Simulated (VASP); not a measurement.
Wanted: the native input for a VASP 6.6.1 run.

| Quantity | Value |
| --- | --- |
| Task | single point |
| Functional | PBEsol |
| Potentials or basis | VASP PAW PBE potentials, release 64 (Mo_sv, S) |
| Cutoff | 520 eV |
| k mesh | 12 × 12 × 2 |
| Occupations | methfessel-paxton, width 0.177 eV |
| Spin | no spin polarisation |
| Dipole correction | no |
| Further INCAR settings | ALGO = Normal; EDIFF = 1e-07; NBANDS = 35 |

The structure of MoS2 lies in POSCAR:

```
MoS2
1.0
    3.0160000000      0.0000000000      0.0000000000
   -1.5080000000      2.6119326178      0.0000000000
    0.0000000000      0.0000000000     12.9474000000
Mo S
2 4
Direct
    0.3333333333      0.6666666667      0.2500000000
    0.6666666667      0.3333333333      0.7500000000
    0.3333333333      0.6666666667      0.6259932117
    0.6666666667      0.3333333333      0.1259932117
    0.3333333333      0.6666666667      0.8740067883
    0.6666666667      0.3333333333      0.3740067883
```

One way to write it, as run:

INCAR

```
PREC     = Accurate       # precision mode
ENCUT    = 520            # plane-wave cutoff, eV
EDIFF    = 1E-7           # SCF threshold, eV
ISMEAR   = 1              # smearing method
SIGMA    = 0.177          # smearing width, eV
LREAL    = F              # projectors in reciprocal space
LASPH    = T              # aspherical terms in the spheres
NELM     = 100            # most SCF steps
ALGO     = Normal         # electronic algorithm
ISIF     = 2              # what is computed and relaxed
LWAVE    = F              # write WAVECAR
LCHARG   = F              # write CHGCAR
GGA      = PS             # functional
NBANDS   = 35             # bands
```

KPOINTS

```
regular mesh
0
Gamma
  12 12 2
```

Potentials or basis: VASP PAW PBE potentials, release 64 (Mo_sv, S).

Launch:

```console
$ cat potpaw_PBE.64/Mo_sv/POTCAR potpaw_PBE.64/S/POTCAR > POTCAR
$ mpirun -np 1 vasp_std > vasp.out
```

It gave:

The pressure is 8.3 GPa and the band gap on the k mesh is 1.25 eV (least direct gap 2.10 eV).

Caveat: the stress differs along the axes, from -0 to 13 GPa; the PAW data sets were made with another functional, which shifts forces and pressure a little; this functional lacks dispersion, which binds layers or chains, so the pressure and a relaxed spacing across them are unreliable.

Wall time 4.2 min on 1 thread of AMD EPYC 7R13 (shared host), peak memory 0.25 GiB.
